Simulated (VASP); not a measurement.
A run of VASP 6.6.1:

The input INCAR:

```
ALGO = Normal ; EDIFF = 1E-6
ENCUT = 520 ; GGA = PE
ISIF = 2 ; ISMEAR = -1
ISPIN = 2 ; LASPH = True
LCHARG = False ; LMAXMIX = 4
LORBIT = 11 ; LREAL = False
LWAVE = False ; MAGMOM = 0.5 0.5 -0.5 -0.5
NBANDS = 32 ; NELM = 150
PREC = Accurate ; SIGMA = 0.05
```

File KPOINTS:

```
k-points
0
Gamma
  13 13 4
```

File POSCAR:

```
Pd
1.0
    2.7788353415      0.0000000000      0.0000000000
   -1.3894176707      2.4065419986      0.0000000000
    0.0000000000      0.0000000000      9.1902525438
Pd
4
Direct
    0.0000000000      1.0000000000      0.0000000000
    1.0000000000      1.0000000000      0.5000000000
    0.3333333333      0.6666666667      0.2500000000
    0.6666666667      0.3333333333      0.7500000000
```

Potentials or basis: VASP PAW PBE potentials, release 64 (Pd).

The run is started by

```sh
$ cat potpaw_PBE.64/Pd/POTCAR > POTCAR
$ mpirun -np 1 vasp_std > vasp.out
```

Hardware: 1 thread of Intel(R) Xeon(R) 6975P-C (Granite Rapids), with other jobs on the host.

Problem. How long does it take, and how much memory?

Solution. Run time: 84 s on 1 thread of Intel(R) Xeon(R) 6975P-C (Granite Rapids) (shared host), peak memory 0.32 GiB. Counts: scf iterations 14, k points 63.
